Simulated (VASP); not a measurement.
Here is a VASP 6.6.1 calculation.

INCAR

```
  PREC = Accurate
  ENCUT = 520
  EDIFF = 1E-7
  ISMEAR = 0
  SIGMA = 0.15
  LREAL = False
  LASPH = True
  NELM = 80
  ALGO = Normal
  ISIF = 2
  LWAVE = False
  LCHARG = False
  GGA = PS
  NBANDS = 50
```

File KPOINTS:

```
regular mesh
0
Gamma
  10 10 4
```

POSCAR

```
SnO
1.0
    2.6904552953     -2.6904757091      0.0000000000
    2.6904552953      2.6904757091      0.0000000000
    0.0000000000      0.0000000000      9.4948198460
Sn O
4 4
Direct
    0.9991894805      0.0008105195      1.0051282449
    0.0008092599      0.9991907401      0.4945961862
    0.5008092599      0.4991907401      0.2624038138
    0.4991894805      0.5008105195      0.7518717551
    0.0007839780      0.4992160220      0.3785000000
    0.9992253678      0.5007746322      0.8785000000
    0.5007839780      0.9992160220      0.3785000000
    0.4992253678      0.0007746322      0.8785000000
```

Potentials or basis: VASP PAW PBE potentials, release 64 (Sn_d, O).

The run is started by

```console
$ cat potpaw_PBE.64/Sn_d/POTCAR potpaw_PBE.64/O/POTCAR > POTCAR
$ mpirun -np 1 vasp_std > vasp.out
```

Problem. Estimate the band gap on the k mesh.

Solution. Zero (bands 40 and 41 overlap by 0.08 eV).

Problem. What does it give for the largest force?

Solution. 0.972 eV/Å.

Forces on the atoms (eV/Å):
```
Sn   0.000 -0.003 -0.773
Sn   0.000  0.003  0.972
Sn   0.000  0.003 -0.972
Sn   0.000 -0.003  0.773
O    0.000  0.002  0.000
O    0.000 -0.002  0.000
O    0.000  0.002  0.000
O    0.000 -0.002  0.000
```

Caveat: the cell differs from its parent crystal (atoms displaced along a vibrational mode); semilocal functionals underestimate gaps, so a narrow gap can read as zero; the PAW data sets were made with another functional, which shifts forces and pressure a little; spin-orbit coupling is left out, which moves the levels of the heavy elements.
